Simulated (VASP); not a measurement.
# Na3F2 (P-3m1) in VASP: notebook

The runs below take Na3F2 through single point, with PBE.

Program: VASP 6.6.1. These are calculated values, not measurements. Logs are shortened: lines on timing, memory, paths and dates and some standing lists are left out, and cuts for length are marked.

## 1. The cell of the first run

Symmetry: P-3m1, No. 164, trigonal system. Conventional cell: a = 3.926 Å, b = 3.926 Å, c = 6.108 Å, α = 90.00°, β = 90.00°, γ = 120.00°. Na (site symmetry -3m) has 6 F at 2.72 Å and 6 Na at 3.14 Å within 3.6 Å. Na (site symmetry 3m) has 4 F at 2.36 to 2.44 Å and 6 Na at 2.88 to 3.14 Å within 3.2 Å. F (site symmetry 3m) has 7 Na at 2.36 to 2.72 Å within 3.1 Å.

## 2. Single point, PBE

INCAR

```
SYSTEM = Na3F2
PREC = Accurate
ENCUT = 520
EDIFF = 1E-6
ISMEAR = 0
SIGMA = 0.1
LREAL = .FALSE.
LASPH = .TRUE.
NELM = 100
ALGO = Normal
ISIF = 2
LWAVE = .FALSE.
LCHARG = .FALSE.
GGA = PE
NBANDS = 26
```

KPOINTS

```
regular mesh
0
G
  6 6 4
  0 0 0
```

POSCAR

```
Na3F2
1.0
    3.9256396576      0.0000000000      0.0000000000
   -1.9628198288      3.3997036696      0.0000000000
    0.0000000000      0.0000000000      6.1076576398
Na F
3 2
Direct
    0.0000000000      0.0000000000      0.0000000000
    0.3333333333      0.6666666667      0.6450000000
    0.6666666667      0.3333333333      0.3550000000
    0.3333333333      0.6666666667      0.2450000000
    0.6666666667      0.3333333333      0.7550000000
```

Potentials or basis: VASP PAW PBE potentials, release 64 (Na_pv, F).

The run is started by

```sh
$ cat potpaw_PBE.64/Na_pv/POTCAR potpaw_PBE.64/F/POTCAR > POTCAR
$ mpirun -np 1 vasp_std > vasp.out
```

OUTCAR:

```text
SYSTEM = Na3F2
   PREC = Accurate
   ENCUT = 520
   EDIFF = 1E-6
   ISMEAR = 0
   LREAL = .FALSE.
   LASPH = .TRUE.
   NELM = 100
   ISIF = 2
   GGA = PE

 ion  position               nearest neighbor table
   1  0.000  0.000  0.000-
   2  0.333  0.667  0.645-
   3  0.667  0.333  0.355-
   4  0.333  0.667  0.245-
   5  0.667  0.333  0.755-

  LATTYP: Found a hexagonal cell.
 ALAT       =     3.9256396576
 C/A-ratio  =     1.5558375634

  Lattice vectors:

 A1 = (   3.9256396576,   0.0000000000,   0.0000000000)
 A2 = (  -1.9628198288,   3.3997036696,   0.0000000000)
 A3 = (   0.0000000000,   0.0000000000,   6.1076576398)

Analysis of symmetry for initial positions (statically):
=====================================================================
 Subroutine PRICEL returns:
 Original cell was already a primitive cell.

 Routine SETGRP: Setting up the symmetry group for a
 hexagonal supercell.

 Subroutine GETGRP returns: Found 12 space group operations
 (whereof 12 operations were pure point group operations)
 out of a pool of 24 trial point group operations.

The static configuration has the point symmetry D_3d.

Analysis of symmetry for dynamics (positions and initial velocities):
=====================================================================
 Subroutine PRICEL returns:
 Original cell was already a primitive cell.

 Routine SETGRP: Setting up the symmetry group for a
 hexagonal supercell.

 Subroutine GETGRP returns: Found 12 space group operations
 (whereof 12 operations were pure point group operations)
 out of a pool of 24 trial point group operations.

The dynamic configuration has the point symmetry D_3d.

 Subroutine INISYM returns: Found 12 space group operations
 (whereof 12 operations are pure point group operations),
 and found     1 'primitive' translations

----------------------------------------------------------------------------------------

                                     Primitive cell

  volume of cell :      81.5129

  direct lattice vectors                    reciprocal lattice vectors
     3.925639658  0.000000000  0.000000000     0.254735556  0.147071642  0.000000000
[... 87 lines left out ...]
   LSORBIT =      F    spin-orbit coupling
   LASPH  =      T    aspherical Exc in radial PAW
   ENCUT  =  520.0 eV  38.22 Ry    6.18 a.u.   7.30  7.30 11.36*2*pi/ulx,y,z
   NELM   =    100;   NELMIN=  2; NELMDL= -5     # of ELM steps
   EDIFF  = 0.1E-05   stopping-criterion for ELM
   LREAL  =      F    real-space projection
   EDIFFG = 0.1E-04   stopping-criterion for IOM
   NSW    =      0    number of steps for IOM
   IBRION =     -1    ionic relax: 0-MD 1-quasi-New 2-CG
   NFREE  =      0    steps in history (QN), initial steepest desc. (CG)
   ISIF   =      2    stress and relaxation
   ISYM   =      2    0-nonsym 1-usesym 2-fastsym
   POTIM  = 0.5000    time-step for ionic-motion
   TEBEG  =    0.0;   TEEND  =   0.0 temperature during run
   PSTRESS=    0.0 pullay stress
   NELECT =      35.0000    total number of electrons
   NUPDOWN=      -1.0000    fix difference up-down
   EMIN   =  10.00;   EMAX   =-10.00  energy-range for DOS
   EFERMI =   0.00;   METHOD = LEGACY
   ISMEAR =     0;   SIGMA  =   0.10  broadening in eV -4-tet -1-fermi 0-gaus
   EFERMI_NEDOS =   21; number of points for ismear=-14 and -15
   IALGO  =     38    algorithm
   IMIX   =      4    mixing-type and parameters
     AMIX     =   0.40;   BMIX     =  1.00
     AMIX_MAG =   1.60;   BMIX_MAG =  1.00
  volume/ion in A,a.u.               =      16.30       110.02
  Fermi-wavevector in a.u.,A,eV,Ry     =   1.235062  2.333929 20.754032  1.525378
  Thomas-Fermi vector in A             =   2.369727
   LORBIT       =      0    0 simple, 1 ext, 2 COOP (PROOUT), +10 PAW based schemes
   GGA     = PE    functional components
   LHFCALC =     F    Hartree Fock is set to
   AEXX    =    0.0000 exact exchange contribution
   IVDW    =     0    specifies the selected vdW correction
   LEPSILON=     F    determine dielectric tensor
   LRPA    =     F    only Hartree local field effects (RPA)
 non-spin polarized calculation
 Gauss-broadening in eV      SIGMA  =   0.10
  energy-cutoff  :      520.00
  volume of cell :       81.51
 maximum number of plane-waves:      2225
 NGX is ok and might be reduce to    30
   NGX = 15   NGY = 15   NGZ = 23

 number of electron      34.9999989 magnetization

 Free energy of the ion-electron system (eV)
  ---------------------------------------------------
  ext. energy  EPLUGINS =         0.00000000
  ---------------------------------------------------
  free energy    TOTEN  =       -16.89440864 eV

  energy without entropy =      -16.89218372  energy(sigma->0) =      -16.89329618

 E-fermi :   3.3015     XC(G=0):  -8.3382

 val. band max:        3.1747340524   @ k =   0.0000   0.3333   0.2500
 cond. band min:       3.3592730074   @ k =   0.1667   0.1667   0.5000
 fundamental gap:      0.1845389550
 Fermi energy:         3.3015344988

 k-point     1 :       0.0000    0.0000    0.0000
  band No.  band energies     occupation
      1     -22.7853      2.00000
      2     -22.7061      2.00000
      3     -22.7061      2.00000
      4     -22.4506      2.00000
      5     -22.4467      2.00000
      6     -22.3935      2.00000
[... 685 lines left out ...]
     25      12.1394      0.00000
     26      12.8803      0.00000

------------------------ aborting loop because EDIFF is reached ----------------------------------------

  FORCE on cell =-STRESS in cart. coord.  units (eV):
  Direction    XX          YY          ZZ          XY          YZ          ZX
  --------------------------------------------------------------------------------------
  -------------------------------------------------------------------------------------
  Total        0.8465488      0.8465488      1.5616567     -0.0000000     -0.0000000      0.0000000
  in kB       16.6393513     16.6393513     30.6951646     -0.0000000     -0.0000000      0.0000000
  external PRESSURE =      21.3246224 kB  Pullay stress =       0.0000000 kB

 VOLUME and BASIS-vectors are now :
 -----------------------------------------------------------------------------
  energy-cutoff  :      520.00
  volume of cell :       81.51
      direct lattice vectors                 reciprocal lattice vectors
     3.925639658  0.000000000  0.000000000     0.254735556  0.147071642  0.000000000
    -1.962819829  3.399703670  0.000000000     0.000000000  0.294143283  0.000000000
     0.000000000  0.000000000  6.107657640     0.000000000  0.000000000  0.163728889

 POSITION                                       TOTAL-FORCE (eV/Angst)
 -----------------------------------------------------------------------------------
      0.00000      0.00000      0.00000        -0.000000      0.000000     -0.000000
     -0.00000      2.26647      3.93944        -0.000000      0.000000      0.229671
      1.96282      1.13323      2.16822         0.000000     -0.000000     -0.229671
     -0.00000      2.26647      1.49638         0.000000     -0.000000     -0.072434
      1.96282      1.13323      4.61128        -0.000000      0.000000      0.072434
 -----------------------------------------------------------------------------------
    total drift:                                0.000000      0.000000      0.000000

  FREE ENERGIE OF THE ION-ELECTRON SYSTEM (eV)
  ---------------------------------------------------
  free  energy   TOTEN  =       -16.8944086415 eV

  energy  without entropy=      -16.8921837173  energy(sigma->0) =      -16.89329618
```

Run time: 31 s. Hardware: 1 thread of AMD EPYC 7R13 (Zen 3), shared host; peak memory 0.17 GiB.

What came out:

```yaml
Free_energy: -16.8944 eV
Pressure: 2.1 GPa
Largest_force: 0.230 eV/Å
Band_gap_on_the_k_mesh: zero (an odd number of electrons rules out a gap without spin polarisation)
```

Forces on the atoms (eV/Å):
```
Na   0.000  0.000  0.000
Na   0.000  0.000  0.230
Na   0.000  0.000 -0.230
F    0.000  0.000 -0.072
F    0.000  0.000  0.072
```

Stress tensor (GPa, compression positive):
```
1.66 0.00 0.00
0.00 1.66 0.00
0.00 0.00 3.07
```

Caveat: an odd number of electrons without spin polarisation forces a metal; a magnetic or distorted state may lie lower.

## 3. Single point, PBE

This run uses another cell than the first one, of 24.29 Å³/atom.

INCAR

```
ALGO = Normal ; EDIFF = 1E-6
ENCUT = 520 ; GGA = PE
ISIF = 2 ; ISMEAR = 0
LASPH = True ; LCHARG = False
LREAL = False ; LWAVE = False
NBANDS = 26 ; NELM = 80
PREC = Accurate ; SIGMA = 0.1
```

KPOINTS

```
k-points
0
Gamma
  6 6 4
```

POSCAR

```
Na3F2
1.0
    3.8126958633      0.0000000000      0.0000000000
   -1.9063479316      3.3018914745      0.0000000000
    0.0000000000      0.0000000000      9.6470372790
Na F
3 2
Direct
    0.0000000000      0.0000000000      0.0000000000
    0.3333333333      0.6666666667      0.6200527160
    0.6666666667      0.3333333333      0.3799472840
    0.3333333333      0.6666666667      0.3759578952
    0.6666666667      0.3333333333      0.6240421048
```

Potentials or basis: VASP PAW PBE potentials, release 64 (Na_pv, F).

The run is started by

```sh
$ cat potpaw_PBE.64/Na_pv/POTCAR potpaw_PBE.64/F/POTCAR > POTCAR
$ mpirun -np 1 vasp_std > vasp.out
```

OUTCAR:

```text
EDIFF = 1E-6
   ENCUT = 520
   GGA = PE
   ISIF = 2
   ISMEAR = 0
   LASPH = True
   LREAL = False
   NELM = 80
   PREC = Accurate

 ion  position               nearest neighbor table
   1  0.000  0.000  0.000-
   2  0.333  0.667  0.620-   5 2.20   5 2.20   5 2.20
   3  0.667  0.333  0.380-   4 2.20   4 2.20   4 2.20
   4  0.333  0.667  0.376-   3 2.20   3 2.20   3 2.20
   5  0.667  0.333  0.624-   2 2.20   2 2.20   2 2.20

  LATTYP: Found a hexagonal cell.
 ALAT       =     3.8126958633
 C/A-ratio  =     2.5302404453

  Lattice vectors:

 A1 = (   3.8126958633,   0.0000000000,   0.0000000000)
 A2 = (  -1.9063479316,   3.3018914745,   0.0000000000)
 A3 = (   0.0000000000,   0.0000000000,   9.6470372790)

Analysis of symmetry for initial positions (statically):
=====================================================================
 Subroutine PRICEL returns:
 Original cell was already a primitive cell.

 Routine SETGRP: Setting up the symmetry group for a
 hexagonal supercell.

 Subroutine GETGRP returns: Found 12 space group operations
 (whereof 12 operations were pure point group operations)
 out of a pool of 24 trial point group operations.

The static configuration has the point symmetry D_3d.

Analysis of symmetry for dynamics (positions and initial velocities):
=====================================================================
 Subroutine PRICEL returns:
 Original cell was already a primitive cell.

 Routine SETGRP: Setting up the symmetry group for a
 hexagonal supercell.

 Subroutine GETGRP returns: Found 12 space group operations
 (whereof 12 operations were pure point group operations)
 out of a pool of 24 trial point group operations.
[... 120 lines left out ...]
   EFERMI =   0.00;   METHOD = LEGACY
   ISMEAR =     0;   SIGMA  =   0.10  broadening in eV -4-tet -1-fermi 0-gaus
   EFERMI_NEDOS =   21; number of points for ismear=-14 and -15
   IALGO  =     38    algorithm
   IMIX   =      4    mixing-type and parameters
     AMIX     =   0.40;   BMIX     =  1.00
     AMIX_MAG =   1.60;   BMIX_MAG =  1.00
  volume/ion in A,a.u.               =      24.29       163.91
  Fermi-wavevector in a.u.,A,eV,Ry     =   1.081354  2.043463 15.909651  1.169326
  Thomas-Fermi vector in A             =   2.217368
   LORBIT       =      0    0 simple, 1 ext, 2 COOP (PROOUT), +10 PAW based schemes
   GGA     = PE    functional components
   LHFCALC =     F    Hartree Fock is set to
   AEXX    =    0.0000 exact exchange contribution
   IVDW    =     0    specifies the selected vdW correction
   LEPSILON=     F    determine dielectric tensor
   LRPA    =     F    only Hartree local field effects (RPA)
 non-spin polarized calculation
 Gauss-broadening in eV      SIGMA  =   0.10
  energy-cutoff  :      520.00
  volume of cell :      121.45
 maximum number of plane-waves:      3297
   NGX = 15   NGY = 15   NGZ = 35

 number of electron      34.9999972 magnetization

 Free energy of the ion-electron system (eV)
  ---------------------------------------------------
  ext. energy  EPLUGINS =         0.00000000
  ---------------------------------------------------
  free energy    TOTEN  =       -17.69043181 eV

  energy without entropy =      -17.68459284  energy(sigma->0) =      -17.68751232

 E-fermi :  -0.0197     XC(G=0):  -6.6622

 val. band max:       -0.0758932235   @ k =   0.3333  -0.0000   0.5000
 cond. band min:       0.7772529879   @ k =   0.0000   0.0000   0.5000
 fundamental gap:      0.8531462114
 Fermi energy:        -0.0196612714

 k-point     1 :       0.0000    0.0000    0.0000
  band No.  band energies     occupation
      1     -25.0151      2.00000
      2     -24.9759      2.00000
      3     -24.9759      2.00000
      4     -23.2924      2.00000
      5     -23.2366      2.00000
      6     -23.1291      2.00000
[... 685 lines left out ...]
     25       7.9325      0.00000
     26       8.7997      0.00000

------------------------ aborting loop because EDIFF is reached ----------------------------------------

  FORCE on cell =-STRESS in cart. coord.  units (eV):
  Direction    XX          YY          ZZ          XY          YZ          ZX
  --------------------------------------------------------------------------------------
  -------------------------------------------------------------------------------------
  Total       -0.0265955     -0.0265955     -0.0470167     -0.0000000     -0.0000000      0.0000000
  in kB       -0.3508570     -0.3508570     -0.6202597     -0.0000000     -0.0000000      0.0000000
  external PRESSURE =      -0.4406579 kB  Pullay stress =       0.0000000 kB

 VOLUME and BASIS-vectors are now :
 -----------------------------------------------------------------------------
  energy-cutoff  :      520.00
  volume of cell :      121.45
      direct lattice vectors                 reciprocal lattice vectors
     3.812695863  0.000000000  0.000000000     0.262281608  0.151428357  0.000000000
    -1.906347932  3.301891475  0.000000000     0.000000000  0.302856713  0.000000000
     0.000000000  0.000000000  9.647037279     0.000000000  0.000000000  0.103658768

 POSITION                                       TOTAL-FORCE (eV/Angst)
 -----------------------------------------------------------------------------------
      0.00000      0.00000      0.00000        -0.000000      0.000000      0.000000
     -0.00000      2.20126      5.98167        -0.000000      0.000000      0.006241
      1.90635      1.10063      3.66537         0.000000      0.000000     -0.006241
     -0.00000      2.20126      3.62688        -0.000000      0.000000     -0.002637
      1.90635      1.10063      6.02016         0.000000      0.000000      0.002637
 -----------------------------------------------------------------------------------
    total drift:                                0.000000     -0.000000      0.000000

  FREE ENERGIE OF THE ION-ELECTRON SYSTEM (eV)
  ---------------------------------------------------
  free  energy   TOTEN  =       -17.6904318059 eV

  energy  without entropy=      -17.6845928359  energy(sigma->0) =      -17.68751232
```

stdout:

```text
POSCAR found type information on POSCAR NaF
 POSCAR found :  2 types and       5 ions
 scaLAPACK will be used
 LDA part: xc-table for (Slater+PW92), standard interpolation
 POSCAR, INCAR and KPOINTS ok, starting setup
 FFT: planning ... GRIDC
 FFT: planning ... GRID_SOFT
 FFT: planning ... GRID
 WAVECAR not read
 entering main loop
```

Run time: 52 s. Hardware: 1 thread of AMD EPYC 7R13 (Zen 3), shared host; peak memory 0.22 GiB.

What came out:

| Quantity | Value |
| --- | --- |
| Free energy | -17.6904 eV |
| Pressure | 0.0 GPa |
| Largest force | 0.006 eV/Å |
| Band gap on the k mesh | zero (an odd number of electrons rules out a gap without spin polarisation) |

Forces on the atoms (eV/Å):
```
Na   0.000  0.000  0.000
Na   0.000  0.000  0.006
Na   0.000  0.000 -0.006
F    0.000  0.000 -0.003
F    0.000  0.000  0.003
```

Levels at points of the mesh, in eV from the Fermi level:
| k point | band 16 | band 17 | band 18 | band 19 | band 20 | band 21 |
| --- | --- | --- | --- | --- | --- | --- |
| (0.00, 0.00, 0.00) | -4.04 | -4.00 | -1.64 | 1.28 | 2.46 | 6.36 |
| (0.50, 0.00, 0.00) | -4.00 | -3.98 | 1.57 | 2.01 | 4.28 | 4.49 |
| (0.00, 0.00, 0.50) | -4.04 | -4.04 | -1.53 | 0.80 | 3.93 | 4.04 |
| (0.50, 0.00, 0.50) | -4.00 | -3.98 | 1.58 | 2.01 | 4.19 | 4.38 |

Caveat: an odd number of electrons without spin polarisation forces a metal; a magnetic or distorted state may lie lower.

## 4. Single point, PBE

This run uses another cell than the first one, of 24.29 Å³/atom.

INCAR

```
PREC = Accurate
ENCUT = 520
EDIFF = 1E-7
ISMEAR = 0
SIGMA = 0.1
LREAL = False
LASPH = True
NELM = 60
ALGO = Normal
ISIF = 2
LWAVE = False
LCHARG = False
GGA = PE
NBANDS = 26
```

KPOINTS

```
regular mesh
0
Gamma
  12 12 4
```

POSCAR is that of step 3.

The run is started by

```sh
$ cat potpaw_PBE.64/Na_pv/POTCAR potpaw_PBE.64/F/POTCAR > POTCAR
$ mpirun -np 1 vasp_std > vasp.out
```

Run time: 2.3 min. Hardware: 1 thread of AMD EPYC 7R13 (Zen 3), shared host; peak memory 0.29 GiB.

The run converged. Its results:

```yaml
Free_energy: -17.6674 eV
Pressure: 0.0 GPa
Largest_force: 0.006 eV/Å
Band_gap_on_the_k_mesh: zero (an odd number of electrons rules out a gap without spin polarisation)
```

Forces in eV/Å, atoms in the order of the input:
```
Na   0.000  0.000  0.000
Na   0.000  0.000  0.006
Na   0.000  0.000 -0.006
F    0.000  0.000 -0.002
F    0.000  0.000  0.002
```

Levels at points of the mesh, in eV from the Fermi level:
| k point | band 16 | band 17 | band 18 | band 19 | band 20 | band 21 |
| --- | --- | --- | --- | --- | --- | --- |
| (0.00, 0.00, 0.00) | -4.33 | -4.29 | -1.92 | 0.99 | 2.17 | 6.08 |
| (0.50, 0.00, 0.00) | -4.29 | -4.27 | 1.28 | 1.73 | 3.99 | 4.20 |
| (0.00, 0.00, 0.50) | -4.33 | -4.32 | -1.82 | 0.51 | 3.64 | 3.76 |
| (0.50, 0.00, 0.50) | -4.29 | -4.27 | 1.29 | 1.73 | 3.91 | 4.09 |

Caveat: an odd number of electrons without spin polarisation forces a metal; a magnetic or distorted state may lie lower.

(Part 1 of 2 ends here.)
